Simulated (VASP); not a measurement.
# CdF2: single point with LDA

Crystal: CdF2.

```
CELL_PARAMETERS angstrom
0.00000 2.64883 2.64883
2.64883 0.00000 2.64883
2.64883 2.64883 0.00000
ATOMIC_POSITIONS crystal
Cd 0.00409 0.00409 0.00409
F 0.25000 0.25000 0.25000
F 0.75000 0.75000 0.75000
```

This cell differs from its parent crystal: all Cd atoms moved +0.037 Å, as atom 1 along Cartesian [1 1 1].

```yaml
Program: VASP 6.6.1
Task: single point
Functional: LDA
Potentials_or_basis: VASP PAW LDA potentials, release 64 (Cd, F)
Cutoff: 520 eV
k_mesh: 8 × 8 × 8
Occupations: gaussian, width 0.05 eV
Spin: no spin polarisation
Dipole_correction: no
Further_INCAR_settings: ALGO = Normal; EDIFF = 1e-06; NBANDS = 20
```

The pressure is 1.4 GPa and the largest force is 0.249 eV/Å. The band gap on the k mesh is 2.98 eV (least direct gap 3.39 eV).

Forces on the atoms (eV/Å):
```
Cd  -0.144 -0.144 -0.144
F    0.080  0.080  0.080
F    0.064  0.064  0.064
```

Stress tensor (GPa, compression positive):
```
1.35 0.06 0.06
0.06 1.35 0.06
0.06 0.06 1.35
```

Levels at points of the mesh, in eV from the valence-band top:
| k point | band 9 | band 10 | band 11 | band 12 | band 13 | band 14 | band 15 | band 16 | band 17 | band 18 |
| --- | --- | --- | --- | --- | --- | --- | --- | --- | --- | --- |
| (0.00, 0.00, 0.00) | -1.14 | -1.14 | -0.41 | -0.41 | -0.41 | 2.98 | 12.54 | 12.54 | 12.54 | 17.57 |
| (0.50, 0.00, 0.00) | -2.60 | -2.10 | -2.10 | -0.35 | -0.35 | 7.33 | 8.95 | 14.58 | 14.59 | 18.13 |
| (0.50, 0.50, 0.50) | -2.59 | -2.11 | -2.11 | -0.35 | -0.35 | 7.33 | 8.95 | 14.58 | 14.58 | 18.14 |
| (0.50, 0.50, 0.00) | -3.34 | -3.13 | -0.62 | -0.10 | -0.10 | 8.16 | 9.62 | 11.54 | 14.39 | 14.39 |

Wall time 32 s on 1 thread of Intel(R) Xeon(R) Platinum 8259CL CPU @ 2.50GHz (Skylake/Cascade Lake), with other jobs on the host, peak memory 0.17 GiB.

Caveat: the cell differs from its parent crystal (all Cd atoms moved +0.037 Å, as atom 1 along Cartesian [1 1 1]). A k mesh can miss the band edges.
